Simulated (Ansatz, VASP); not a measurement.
**Hg in VASP and in Ansatz**

```
Hg
1.0
     0.00000    3.83609    3.83609
     3.83609    0.00000    3.83609
     3.83609    3.83609    0.00000
Hg
2
Direct
  0.87500 0.87500 0.87500
  0.12500 0.12500 0.12500
```

Alike in both runs: functional PBE; k mesh 11 × 11 × 11; occupations fermi-dirac, width 0.05 eV; no spin polarisation.

Ansatz relaxed the structure, and its values are those at the end. VASP's run is a single point on that final structure, the one shown.

```csv
,VASP,Ansatz
version,VASP 6.6.1,Ansatz 0.2.0
potentials or method,"VASP PAW PBE potentials, release 64 (Hg)","PAW with Ansatz's default frozen-core files, scalar-relativistic"
plane-wave cutoff (eV),520,420
valence electrons in the cell,24,40
```

```csv
,VASP,Ansatz,Ansatz less VASP
pressure (GPa),0.0,0.0,0.00
```

VASP's potentials hold 24 valence electrons a cell and Ansatz's 40, so a difference there can come from the potentials and not from the codes.

Spin-orbit coupling is off throughout.
